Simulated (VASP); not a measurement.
Si5Ge:

```xyz
6
Lattice="3.8731 0.0000 0.0000 -1.9366 3.3542 0.0000 0.0000 0.0000 9.4848" Properties=species:S:1:pos:R:3 pbc="T T T"
Si    0.0000    0.0000   -0.0308
Si    1.9366    1.1181    6.3219
Si    0.0000    2.2361    3.1933
Si    1.9366    1.1181    8.6815
Si    0.0000    2.2361    5.5451
Ge    0.0000    0.0000    2.3723
```

Base run:

- Program: VASP 6.6.1
- Functional: PBE
- Potentials or basis: VASP PAW PBE potentials, release 64 (Si, Ge_d)
- Cutoff: 500 eV
- k mesh: 5 × 5 × 5
- Occupations: gaussian, width 0.01 eV
- Spin: no spin polarisation

Its results: band gap on the k mesh 0.54 eV (least direct gap 1.44 eV); pressure 1.6 GPa; largest force 0.085 eV/Å.

Task: After a change of settings the same cell gave: band gap on the k mesh 0.82 eV (least direct gap 1.47 eV); pressure 1.6 GPa; largest force 0.079 eV/Å. Which change was it?
A. k mesh from 5 × 5 × 5 to 6 × 6 × 2; further incar settings from ALGO = Normal; EDIFF = 1e-06; NBANDS = 26 to ALGO = Normal; EDIFF = 1e-06; NBANDS = 26; ISYM = 0
B. k mesh from 5 × 5 × 5 to 6 × 6 × 2; dispersion from none to D4
C. k mesh from 5 × 5 × 5 to 6 × 6 × 2; occupations from gaussian, width 0.01 eV to methfessel-paxton, width 0.2 eV
D. k mesh from 5 × 5 × 5, through Γ to 6 × 6 × 2, shifted

Result: D.

Caveats: an odd mesh through Γ misses points on the zone boundary, where band edges can lie (at least some runs); a shifted mesh leaves out Γ, where band edges can lie (at least some runs).
